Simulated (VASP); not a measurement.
# HfO2 (Fm-3m) in VASP: a series of runs, part 2 of 2

VASP 6.6.1. Earlier steps stand in the parts before.

## (3) Single point, LDA

This run uses another cell than the first one, of 12.27 Å³/atom, 1.023 times its volume.

INCAR reads:

```
SYSTEM = HfO2
ALGO = Normal
EDIFF = 1E-7
ENCUT = 520
GGA = CA
ISIF = 2
ISMEAR = 0
LASPH = .TRUE.
LCHARG = .TRUE.
LELF = .TRUE.
LREAL = .FALSE.
LVHAR = .TRUE.
LWAVE = .FALSE.
NBANDS = 18
NELM = 100
PREC = Accurate
SIGMA = 0.01
```

KPOINTS reads:

```
k-points
0
G
  6 6 6
  0 0 0
```

POSCAR reads:

```
HfO2
1.0
    0.0000000000      2.6400563953      2.6400563953
    2.6400563953      0.0000000000      2.6400563953
    2.6400563953      2.6400563953      0.0000000000
Hf O
1 2
Direct
    0.0000000000      0.0000000000      0.0000000000
    0.2500000000      0.2500000000      0.2500000000
    0.7500000000      0.7500000000      0.7500000000
```

Potentials or basis: VASP PAW LDA potentials, release 64 (Hf_pv, O).

The run is started by

```
$ cat potpaw_LDA.64/Hf_pv/POTCAR potpaw_LDA.64/O/POTCAR > POTCAR
$ mpirun -np 1 vasp_std > vasp.out
```

OUTCAR:

```text
SYSTEM = HfO2
   EDIFF = 1E-7
   ENCUT = 520
   GGA = CA
   ISIF = 2
   ISMEAR = 0
   LASPH = .TRUE.
   LREAL = .FALSE.
   NELM = 100
   PREC = Accurate

 ion  position               nearest neighbor table
   1  0.000  0.000  0.000-   3 2.29   3 2.29   3 2.29   2 2.29   3 2.29   2 2.29   2 2.29   2 2.29

   2  0.250  0.250  0.250-   1 2.29   1 2.29   1 2.29   1 2.29
   3  0.750  0.750  0.750-   1 2.29   1 2.29   1 2.29   1 2.29

  LATTYP: Found a face centered cubic cell.
 ALAT       =     5.2801127906

  Lattice vectors:

 A1 = (   0.0000000000,   2.6400563953,   2.6400563953)
 A2 = (   2.6400563953,   0.0000000000,   2.6400563953)
 A3 = (   2.6400563953,   2.6400563953,   0.0000000000)

Analysis of symmetry for initial positions (statically):
=====================================================================
 Subroutine PRICEL returns:
 Original cell was already a primitive cell.

 Routine SETGRP: Setting up the symmetry group for a
 face centered cubic supercell.

 Subroutine GETGRP returns: Found 48 space group operations
 (whereof 48 operations were pure point group operations)
 out of a pool of 48 trial point group operations.

The static configuration has the point symmetry O_h .

Analysis of symmetry for dynamics (positions and initial velocities):
=====================================================================
 Subroutine PRICEL returns:
 Original cell was already a primitive cell.

 Routine SETGRP: Setting up the symmetry group for a
 face centered cubic supercell.

 Subroutine GETGRP returns: Found 48 space group operations
 (whereof 48 operations were pure point group operations)
 out of a pool of 48 trial point group operations.

The dynamic configuration has the point symmetry O_h .

 Subroutine INISYM returns: Found 48 space group operations
 (whereof 48 operations are pure point group operations),
 and found     1 'primitive' translations

----------------------------------------------------------------------------------------

                                     Primitive cell

  volume of cell :      36.8018

  direct lattice vectors                    reciprocal lattice vectors
     0.000000000  2.640056395  2.640056395    -0.189389894  0.189389894  0.189389894
     2.640056395  0.000000000  2.640056395     0.189389894 -0.189389894  0.189389894
     2.640056395  2.640056395  0.000000000     0.189389894  0.189389894 -0.189389894

  length of vectors
     3.733603560  3.733603560  3.733603560     0.328032918  0.328032918  0.328032918

  position of ions in fractional coordinates (direct lattice)
     0.000000000  0.000000000  0.000000000
     0.250000000  0.250000000  0.250000000
     0.750000000  0.750000000  0.750000000

  ion indices of the primitive-cell ions
   primitive index   ion index
                 1           1
                 2           2
                 3           3

----------------------------------------------------------------------------------------

 KPOINTS: k-points

Automatic generation of k-mesh.
 Grid dimensions read from file:
 generate k-points for:    6    6    6

 Generating k-lattice:

  Cartesian coordinates                     Fractional coordinates (reciprocal lattice)
    -0.031564982  0.031564982  0.031564982     0.166666667  0.000000000  0.000000000
     0.031564982 -0.031564982  0.031564982     0.000000000  0.166666667  0.000000000
     0.031564982  0.031564982 -0.031564982     0.000000000  0.000000000  0.166666667

  Length of vectors
     0.054672153  0.054672153  0.054672153

  Shift w.r.t. Gamma in fractional coordinates (k-lattice)
     0.000000000  0.000000000  0.000000000

 Subroutine IBZKPT returns following result:
 ===========================================

 Found     16 irreducible k-points:

 Following reciprocal coordinates:
            Coordinates               Weight
  0.000000  0.000000  0.000000      1.000000
  0.166667  0.000000  0.000000      8.000000
  0.333333  0.000000  0.000000      8.000000
  0.500000  0.000000  0.000000      4.000000
  0.166667  0.166667  0.000000      6.000000
  0.333333  0.166667  0.000000     24.000000
[... 8 lines left out ...]
 -0.333333  0.333333  0.166667     24.000000
 -0.333333  0.500000  0.166667     12.000000
   k-points           NKPTS =     16   k-points in BZ     NKDIM =     16   number of bands    NBANDS=     18
   number of dos      NEDOS =    301   number of ions     NIONS =      3
   total plane-waves  NPLWV =  21952
   dimension x,y,z NGX =    28 NGY =   28 NGZ =   28
   dimension x,y,z NGXF=    56 NGYF=   56 NGZF=   56
   ions per type =               1   2
   NGX,Y,Z   is equivalent  to a cutoff of  12.47, 12.47, 12.47 a.u.
   NGXF,Y,Z  is equivalent  to a cutoff of  24.94, 24.94, 24.94 a.u.
 SYSTEM =  HfO2
   PREC   = accura    normal or accurate (medium, high low for compatibility)
   ISTART =      0    job   : 0-new  1-cont  2-samecut
   ICHARG =      2    charge: 1-file 2-atom 10-const
   ISPIN  =      1    spin polarized calculation?
   LNONCOLLINEAR =      F non collinear calculations
   LSORBIT =      F    spin-orbit coupling
   LASPH  =      T    aspherical Exc in radial PAW
   ENCUT  =  520.0 eV  38.22 Ry    6.18 a.u.   6.94  6.94  6.94*2*pi/ulx,y,z
   NELM   =    100;   NELMIN=  2; NELMDL= -5     # of ELM steps
   EDIFF  = 0.1E-06   stopping-criterion for ELM
   LREAL  =      F    real-space projection
   EDIFFG = 0.1E-05   stopping-criterion for IOM
   NSW    =      0    number of steps for IOM
   IBRION =     -1    ionic relax: 0-MD 1-quasi-New 2-CG
   NFREE  =      0    steps in history (QN), initial steepest desc. (CG)
   ISIF   =      2    stress and relaxation
   ISYM   =      2    0-nonsym 1-usesym 2-fastsym
   POTIM  = 0.5000    time-step for ionic-motion
   TEBEG  =    0.0;   TEEND  =   0.0 temperature during run
   PSTRESS=    0.0 pullay stress
   NELECT =      22.0000    total number of electrons
   NUPDOWN=      -1.0000    fix difference up-down
   EMIN   =  10.00;   EMAX   =-10.00  energy-range for DOS
   EFERMI =   0.00;   METHOD = LEGACY
   ISMEAR =     0;   SIGMA  =   0.01  broadening in eV -4-tet -1-fermi 0-gaus
   EFERMI_NEDOS =   21; number of points for ismear=-14 and -15
   IALGO  =     38    algorithm
   IMIX   =      4    mixing-type and parameters
     AMIX     =   0.40;   BMIX     =  1.00
     AMIX_MAG =   1.60;   BMIX_MAG =  1.00
  volume/ion in A,a.u.               =      12.27        82.78
  Fermi-wavevector in a.u.,A,eV,Ry     =   1.379090  2.606102 25.876763  1.901888
  Thomas-Fermi vector in A             =   2.504091
   LORBIT       =      0    0 simple, 1 ext, 2 COOP (PROOUT), +10 PAW based schemes
   GGA     = CA    functional components
   LHFCALC =     F    Hartree Fock is set to
   AEXX    =    0.0000 exact exchange contribution
   IVDW    =     0    specifies the selected vdW correction
   LEPSILON=     F    determine dielectric tensor
   LRPA    =     F    only Hartree local field effects (RPA)
 non-spin polarized calculation
 Gauss-broadening in eV      SIGMA  =   0.01
  energy-cutoff  :      520.00
  volume of cell :       36.80
 maximum number of plane-waves:      1002
   NGX = 13   NGY = 13   NGZ = 13

 number of electron      22.0000014 magnetization

 Free energy of the ion-electron system (eV)
  ---------------------------------------------------
  ext. energy  EPLUGINS =         0.00000000
  ---------------------------------------------------
  free energy    TOTEN  =       -32.33493830 eV

  energy without entropy =      -32.33493830  energy(sigma->0) =      -32.33493830

 E-fermi :   3.1848     XC(G=0): -11.6890

 val. band max:        3.0363415464   @ k =   0.5000   0.5000   0.0000
 cond. band min:       6.3070144086   @ k =   0.5000   0.5000   0.0000
 fundamental gap:      3.2706728622
 Fermi energy:         3.1848246885

 k-point     1 :       0.0000    0.0000    0.0000
  band No.  band energies     occupation
      1     -27.0112      2.00000
      2     -27.0112      2.00000
      3     -27.0112      2.00000
      4     -14.7062      2.00000
      5     -12.1360      2.00000
      6      -1.6647      2.00000
[... 10 lines left out ...]
     17      11.9517      0.00000
     18      14.9239      0.00000
[... 295 lines left out ...]
 k-point    16 :      -0.3333    0.5000    0.1667
  band No.  band energies     occupation
      1     -27.2269      2.00000
      2     -27.1330      2.00000
      3     -27.0860      2.00000
      4     -13.1352      2.00000
      5     -13.0733      2.00000
      6      -2.2645      2.00000
[... 10 lines left out ...]
     17      14.7391      0.00000
     18      14.9758      0.00000

------------------------ aborting loop because EDIFF is reached ----------------------------------------

  FORCE on cell =-STRESS in cart. coord.  units (eV):
  Direction    XX          YY          ZZ          XY          YZ          ZX
  --------------------------------------------------------------------------------------
  -------------------------------------------------------------------------------------
  Total       -7.9768420     -7.9768420     -7.9768420      0.0000000     -0.0000000      0.0000000
  in kB     -347.2737558   -347.2737558   -347.2737558      0.0000000     -0.0000000      0.0000000
  external PRESSURE =    -347.2737558 kB  Pullay stress =       0.0000000 kB

 VOLUME and BASIS-vectors are now :
 -----------------------------------------------------------------------------
  energy-cutoff  :      520.00
  volume of cell :       36.80
      direct lattice vectors                 reciprocal lattice vectors
     0.000000000  2.640056395  2.640056395    -0.189389894  0.189389894  0.189389894
     2.640056395  0.000000000  2.640056395     0.189389894 -0.189389894  0.189389894
     2.640056395  2.640056395  0.000000000     0.189389894  0.189389894 -0.189389894

 POSITION                                       TOTAL-FORCE (eV/Angst)
 -----------------------------------------------------------------------------------
      0.00000      0.00000      0.00000         0.000000      0.000000     -0.000000
      1.32003      1.32003      1.32003        -0.000000     -0.000000     -0.000000
      3.96008      3.96008      3.96008         0.000000      0.000000      0.000000
 -----------------------------------------------------------------------------------
    total drift:                                0.000000      0.000000      0.000000

  FREE ENERGIE OF THE ION-ELECTRON SYSTEM (eV)
  ---------------------------------------------------
  free  energy   TOTEN  =       -32.3349382972 eV

  energy  without entropy=      -32.3349382972  energy(sigma->0) =      -32.33493830
```

Run time: 6 s. Hardware: 1 thread of Intel Xeon 6975P-C, shared host; peak memory 0.14 GiB.

Results:

```yaml
Free_energy: -32.3349 eV
Pressure: -34.7 GPa
Band_gap_on_the_k_mesh: 3.27 eV, direct
```

Levels at points of the mesh, in eV from the valence-band top:
```tsv
k point	band 9	band 10	band 11	band 12	band 13	band 14
(0.00, 0.00, 0.00)	-0.56	-0.56	-0.56	3.38	3.38	4.73
(0.50, 0.00, 0.00)	-2.49	-1.69	-1.69	3.98	3.98	5.84
(0.50, 0.50, 0.00)	-1.36	-1.36	0.00	3.27	4.70	5.54
```

Caveat: spin-orbit coupling is left out, which moves the levels of the heavy elements. A k mesh can miss the band edges.
